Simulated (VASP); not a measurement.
Write the native input for VASP 6.6.1 that does the following.

* Task: single point
* Functional: PBE
* Potentials or basis: VASP PAW PBE potentials, release 64 (Ga_d)
* Cutoff: 520 eV
* k mesh: 18 × 18 × 10
* Occupations: fermi-dirac, width 0.1 eV
* Spin: no spin polarisation
* Dipole correction: no
* Further INCAR settings: ALGO = Normal; EDIFF = 1e-06; NBANDS = 20

The structure of Ga lies in POSCAR:

```
Ga
1.0
    2.3891189413      0.0000000000      0.0000000000
   -1.1945594706      2.0690376959      0.0000000000
    0.0000000000      0.0000000000      3.9645770769
Ga
2
Direct
    0.3333333333      0.6666666667      0.2500000000
    0.6666666667      0.3333333333      0.7500000000
```

One way to write it, as run:

INCAR

```
SYSTEM = Ga
PREC     = Accurate       ! precision mode
ENCUT    = 520            ! plane-wave cutoff, eV
EDIFF    = 1E-6           ! SCF threshold, eV
ISMEAR   = -1             ! smearing method
SIGMA    = 0.1            ! smearing width, eV
LREAL    = .False.        ! projectors in reciprocal space
LASPH    = .True.         ! aspherical terms in the spheres
NELM     = 100            ! most SCF steps
ALGO     = Normal         ! electronic algorithm
ISIF     = 2              ! what is computed and relaxed
LWAVE    = .False.        ! write WAVECAR
LCHARG   = .False.        ! write CHGCAR
GGA      = PE             ! functional
NBANDS   = 20             ! bands
```

KPOINTS

```
regular mesh
0
Gamma
  18 18 10
  0 0 0
```

Potentials or basis: VASP PAW PBE potentials, release 64 (Ga_d).

Command:

```bash
$ cat potpaw_PBE.64/Ga_d/POTCAR > POTCAR
$ mpirun -np 1 vasp_std > vasp.out
```

It gave:

```json
{"Pressure": "161.3 GPa", "Band gap on the k mesh": "zero (band 13 reaches 20.82 eV, above the bottom of band 14 at 10.32 eV)"}
```

Wall time 40 s on 1 thread of AMD EPYC 9R45 96-Core Processor (Zen 5), on a shared host, peak memory 0.15 GiB.
